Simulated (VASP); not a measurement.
Here is a VASP 6.6.1 calculation.

The input INCAR:

```
PREC     = Accurate       # precision mode
ENCUT    = 520            # plane-wave cutoff, eV
EDIFF    = 1E-7           # SCF threshold, eV
ISMEAR   = -1             # smearing method
SIGMA    = 0.13605693000000002 # smearing width, eV
LREAL    = False          # projectors in reciprocal space
LASPH    = True           # aspherical terms in the spheres
NELM     = 60             # most SCF steps
ALGO     = Normal         # electronic algorithm
ISIF     = 2              # what is computed and relaxed
LWAVE    = False          # write WAVECAR
LCHARG   = False          # write CHGCAR
GGA      = PE             # functional
NBANDS   = 10             # bands
```

File KPOINTS:

```
regular mesh
0
Gamma
  13 13 13
```

Contents of POSCAR:

```
Cl
1.0
   -1.7631928098      1.7631928098      1.7631928098
    1.7631928098     -1.7631928098      1.7631928098
    1.7631928098      1.7631928098     -1.7631928098
Cl
1
Direct
    0.0000000000      0.0000000000      0.0000000000
```

Potentials or basis: VASP PAW PBE potentials, release 64 (Cl).

Command:

```console
$ cat potpaw_PBE.64/Cl/POTCAR > POTCAR
$ mpirun -np 1 vasp_std > vasp.out
```

Problem. Predict the pressure.

Solution. -0.3 GPa.

Caveat: an odd number of electrons without spin polarisation forces a metal; a magnetic or distorted state may lie lower.
